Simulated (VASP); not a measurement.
Wanted: the native input for a VASP 6.6.1 run.

| Property | Result |
| --- | --- |
| Task | relaxation of shape and atoms at fixed volume |
| Functional | PBE |
| Potentials or basis | VASP PAW PBE potentials, release 64 (Pb_d, Se) |
| Cutoff | 600 eV |
| k mesh | 6 × 6 × 8 |
| Occupations | gaussian, width 0.05 eV |
| Spin | no spin polarisation |
| Dipole correction | no |
| Further INCAR settings | ALGO = Normal; EDIFF = 1e-07; IBRION = 2; EDIFFG = -0.01; NSW = 60; ISIF = 4 |

The structure of PbSe lies in POSCAR:

```
PbSe
1.0
    5.4487004410      0.0000000000      0.0000000000
    0.0000000000      5.4487004410      0.0000000000
    0.0000000000      0.0000000000      4.4757821665
Pb Se
2 2
Direct
    0.5000000000      0.0000000000      0.2914575563
    0.0000000000      0.5000000000      0.7085424437
    0.0000000000      0.0000000000      0.0000000000
    0.5000000000      0.5000000000      0.0000000000
```

One way to write it, as run:

INCAR

```
SYSTEM = PbSe
PREC = Accurate
ENCUT = 600
EDIFF = 1E-7
ISMEAR = 0
SIGMA = 0.05
LREAL = .FALSE.
LASPH = .TRUE.
NELM = 60
ALGO = Normal
ISIF = 4
LWAVE = .FALSE.
LCHARG = .FALSE.
GGA = PE
IBRION = 2
NSW = 60
EDIFFG = -0.01
```

KPOINTS

```
Automatic mesh
0
G
  6 6 8
  0 0 0
```

Potentials or basis: VASP PAW PBE potentials, release 64 (Pb_d, Se).

The run is started by

```bash
$ cat potpaw_PBE.64/Pb_d/POTCAR potpaw_PBE.64/Se/POTCAR > POTCAR
$ mpirun -np 1 vasp_std > vasp.out
```

Results of the run:

```
Energy gained by relaxing : 2.4 meV/atom
Ionic steps               : 7
Pressure after relaxing   : -1.0 GPa
Band gap on the k mesh    : 0.66 eV (least direct gap 1.11 eV)
```

Caveat: spin-orbit coupling is left out, which moves the levels of the heavy elements.

Run time: 16 min on 1 thread of AMD EPYC 9755 128-Core Processor, with other jobs on the host, peak memory 0.37 GiB.
